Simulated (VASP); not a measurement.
A run of VASP 6.6.1 is set up as follows.

Contents of POSCAR:

```
Co2Pd
1.0
    2.6726441183      0.0000000000      0.0000000000
   -1.3363220592      2.3145777018      0.0000000000
    0.0000000000      0.0000000000      6.4025027996
Pd Co
1 2
Direct
    0.0000000000      0.0000000000      0.0000000000
    0.6666666667      0.3333333333      0.3497780000
    0.3333333333      0.6666666667      0.6502220000
```

INCAR.step1

```
  ALGO = Normal
  EDIFF = 1E-4
  ENCUT = 520
  GGA = PE
  ISMEAR = -1
  ISPIN = 2
  LASPH = T
  LCHARG = F
  LMAXMIX = 4
  LREAL = F
  LWAVE = T
  MAGMOM = 0 2 2
  NBANDS = 25
  NELM = 150
  PREC = Accurate
  SIGMA = 0.05
```

File INCAR.step2:

```
  ALGO = Normal
  EDIFF = 1E-6
  ENCUT = 520
  ISIF = 2
  ISMEAR = -1
  ISPIN = 2
  ISTART = 1
  LASPH = T
  LCHARG = F
  LMAXMIX = 4
  LMIXTAU = T
  LORBIT = 11
  LREAL = F
  LWAVE = F
  MAGMOM = 0 2 2
  METAGGA = R2SCAN
  NBANDS = 25
  NELM = 150
  PREC = Accurate
  SIGMA = 0.05
```

File KPOINTS:

```
k-points
0
Gamma
  12 12 4
```

Potentials or basis: VASP PAW PBE potentials, release 64 (Pd, Co).

Launch:

```sh
$ cat potpaw_PBE.64/Pd/POTCAR potpaw_PBE.64/Co/POTCAR > POTCAR
$ cp INCAR.step1 INCAR
$ mpirun -np 1 vasp_std > vasp.out
$ cp INCAR.step2 INCAR
$ mpirun -np 1 vasp_std > vasp.out
```

Question: What does it give for the site moments?

Answer: Pd +0.22; Co +2.02 μB.

Question: What does it give for the largest force?

Answer: 0.079 eV/Å.

Question: Predict the pressure.

Answer: -11.5 GPa.

Stress tensor (GPa, compression positive):
```
-11.57   0.00   0.00
  0.00 -11.57   0.00
  0.00   0.00 -11.29
```

Caveat: the PAW data sets were made with another functional, which shifts forces and pressure a little.
